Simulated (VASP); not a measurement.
Input of a VASP 6.6.1 run:

Contents of INCAR:

```
SYSTEM = Nb
PREC = Accurate ; ENCUT = 520
EDIFF = 1E-6 ; ISMEAR = -1
SIGMA = 0.05 ; LREAL = .False.
LASPH = .True. ; NELM = 60
ALGO = Normal ; ISIF = 2
LWAVE = .False. ; LCHARG = .True.
GGA = PE ; LELF = .True.
LVHAR = .True. ; NBANDS = 20
```

File KPOINTS:

```
Automatic mesh
0
Gamma
  9 9 4
  0 0 0
```

POSCAR

```
Nb
1.0
    2.8516447190      0.0000000000      0.0000000000
   -1.4258223595      2.4695967693      0.0000000000
    0.0000000000      0.0000000000      5.2999411751
Nb
2
Direct
    0.3333333333      0.6666666667      0.2500000000
    0.6666666667      0.3333333333      0.7500000000
```

Potentials or basis: VASP PAW PBE potentials, release 64 (Nb_sv).

Run with:

```bash
$ cat potpaw_PBE.64/Nb_sv/POTCAR > POTCAR
$ mpirun -np 1 vasp_std > vasp.out
```

Task: What does it give for the band gap on the k mesh?

Result: Zero (bands 13 and 14 overlap by 2.63 eV).

Task: What does it give for the pressure?

Result: -0.3 GPa.

Stress tensor (GPa, compression positive):
```
-0.25  0.00  0.00
 0.00 -0.25  0.00
 0.00  0.00 -0.36
```
